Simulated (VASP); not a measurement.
**Tl: single point with PBE**

Tl:

```
Tl
1.0
     3.43425   -0.11988    0.09432
    -1.32879    3.18628   -0.12945
    -0.82134   -1.63706    2.92143
Tl
1
Direct
  0.00000 0.50000 0.00000
```

```yaml
Program: VASP 6.6.1
Task: single point
Functional: PBE
Potentials_or_basis: VASP PAW PBE potentials, release 64 (Tl_d)
Cutoff: 520 eV
k_mesh: 6 × 6 × 6
Occupations: gaussian, width 0.1 eV
Spin: no spin polarisation
Dipole_correction: no
Further_INCAR_settings: ALGO = Normal; EDIFF = 1e-06; NBANDS = 12
```

| Item | Value |
| --- | --- |
| Pressure | -0.1 GPa |

Stress tensor (GPa, compression positive):
```
 0.02 -0.03 -0.18
-0.03 -0.15  0.00
-0.18  0.00 -0.28
```

Levels at points of the mesh, in eV from the Fermi level:
```csv
k point,band 3,band 4,band 5,band 6,band 7,band 8,band 9,band 10
"(0.00, 0.00, 0.00)",-11.33,-11.19,-11.07,-9.35,9.52,9.72,10.28,11.46
"(0.50, 0.00, 0.00)",-11.21,-11.03,-10.89,-5.02,-2.33,6.07,7.45,10.13
"(0.00, 0.50, 0.00)",-11.05,-11.01,-10.86,-4.50,-2.00,4.72,5.64,8.37
"(0.50, 0.50, 0.00)",-11.24,-11.07,-10.89,-5.21,-2.42,6.52,8.03,10.70
"(0.00, 0.00, 0.50)",-11.24,-11.07,-10.90,-5.27,-2.44,6.58,8.06,10.75
"(0.50, 0.00, 0.50)",-11.05,-11.01,-10.85,-4.39,-1.94,4.59,5.58,8.27
"(0.00, 0.50, 0.50)",-11.21,-11.03,-10.89,-5.01,-2.33,6.06,7.46,10.11
"(0.50, 0.50, 0.50)",-10.95,-10.92,-10.90,-2.31,0.08,2.14,2.83,6.07
```

Wall time 14 s on 1 thread of Intel(R) Xeon(R) 6975P-C (Granite Rapids) (shared host), peak memory 0.18 GiB.

Caveat: the k points lie up to 0.39 Å⁻¹ apart; spin-orbit coupling is left out, which moves the levels of the heavy elements.
